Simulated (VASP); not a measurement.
Crystal: W.

```
CELL_PARAMETERS angstrom
-1.58516 1.58516 1.58516
1.58516 -1.58516 1.58516
1.58516 1.58516 -1.58516
ATOMIC_POSITIONS crystal
W 0.00000 0.00000 0.00000
```

* Program: VASP 6.6.1
* Task: relaxation of cell and atoms
* Functional: PBEsol
* Potentials or basis: VASP PAW PBE potentials, release 64 (W_sv)
* Cutoff: 600 eV
* k mesh: 18 × 18 × 18
* Occupations: gaussian, width 0.1 eV
* Spin: no spin polarisation

At the start: pressure -4.2 GPa; volume 15.93 Å³/atom.

How do energy, volume and symmetry change on relaxing?

Over 4 steps the energy falls by 2.7 meV/atom and the volume is 15.73 Å³/atom (-1.3 %); space group Im-3m (No. 229, to 0.05 Å).

The path:
```
step  energy change (eV)  largest force (eV/Å)  pressure (GPa)  volume (Å³)
   1              0.0000                0.0000           -4.16        15.93
   2              0.0350                0.0000           17.25        15.00
   3             -0.0027                0.0000           -0.08        15.73
   4             -0.0027                0.0000           -0.01        15.73
```

Final structure:
```cif
data_structure
_symmetry_space_group_name_H-M 'P 1'
_symmetry_Int_Tables_number 1
_cell_length_a 2.7337
_cell_length_b 2.7337
_cell_length_c 2.7337
_cell_angle_alpha 109.471
_cell_angle_beta 109.471
_cell_angle_gamma 109.471
_cell_volume 15.73
loop_
_atom_site_label
_atom_site_type_symbol
_atom_site_fract_x
_atom_site_fract_y
_atom_site_fract_z
_atom_site_occupancy
W1 W 0.00000 0.00000 0.00000 1
```

Caveat: the PAW data sets were made with another functional, which shifts forces and pressure a little.
